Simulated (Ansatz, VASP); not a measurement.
# Al3B2W in VASP and in Ansatz

```
Al B W
1.0
     4.49623    0.00000    0.00000
    -2.24812    3.89385    0.00000
     0.00000    0.00000    5.09194
Al B W
3 2 1
Direct
  0.33333 0.66667 0.50000
  0.66667 0.33333 0.50000
  0.00000 0.00000 0.00000
  0.33333 0.66667 0.00000
  0.66667 0.33333 0.00000
  0.00000 0.00000 0.50000
```

Alike in both runs: functional PBE; k mesh 4 × 4 × 3; occupations gaussian, width 0.2 eV; no spin polarisation.

Ansatz relaxed the structure, and its values are those at the end. VASP's run is a single point on that final structure, the one shown.

```csv
,VASP,Ansatz
version,VASP 6.6.1,Ansatz 0.2.0
potentials or method,"VASP PAW PBE potentials, release 64 (Al, B, W_sv), cutoff 500 eV","scalar-relativistic, plane waves, PAW"
valence electrons in the cell,29,29
```

|  | VASP | Ansatz | Ansatz less VASP |
| --- | --- | --- | --- |
| gap on the k mesh at the Fermi level (eV) | none | none | - |
| pressure (GPa) | 0.1 | 0.1 | +0.02 |

A gap of «none» marks a metal or a gap that the smearing closes.

The k mesh is coarse, so the values compare programs but aren't converged. Spin-orbit coupling is off throughout.
